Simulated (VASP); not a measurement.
# Ba: single point with PBE

The system is Ba.

```
Ba
1.0
    -2.45533    2.45533    2.45533
     2.45533   -2.45533    2.45533
     2.45533    2.45533   -2.45533
Ba
1
Direct
  0.00000 0.00000 0.00000
```

This cell differs from its parent crystal: volume scaled by 0.94.

- Program: VASP 6.6.1
- Task: single point
- Functional: PBE
- Potentials or basis: VASP PAW PBE potentials, release 64 (Ba_sv)
- Cutoff: 520 eV
- k mesh: 8 × 8 × 8
- Occupations: fermi-dirac, width 0.05 eV
- Spin: no spin polarisation

| Property | Result |
| --- | --- |
| Pressure | 0.7 GPa |
| Band gap on the k mesh | zero (band 5 reaches 2.44 eV, above the bottom of band 6 at 1.22 eV) |

Levels at points of the mesh, in eV from the Fermi level:
```csv
k point,band 2,band 3,band 4,band 5,band 6,band 7,band 8,band 9
"(0.00, 0.00, 0.00)",-13.66,-13.66,-13.66,-2.74,1.93,1.93,1.93,3.42
"(0.50, 0.00, 0.00)",-14.22,-13.84,-13.66,-0.90,0.72,1.48,3.42,4.03
"(0.50, 0.50, 0.50)",-14.04,-14.04,-14.04,-0.60,-0.60,4.71,4.71,4.71
```

Wall time 5.2 s on 1 thread of Intel(R) Xeon(R) 6975P-C (Granite Rapids) (shared host), peak memory 0.17 GiB.

Caveat: spin-orbit coupling is left out, which moves the levels of the heavy elements.
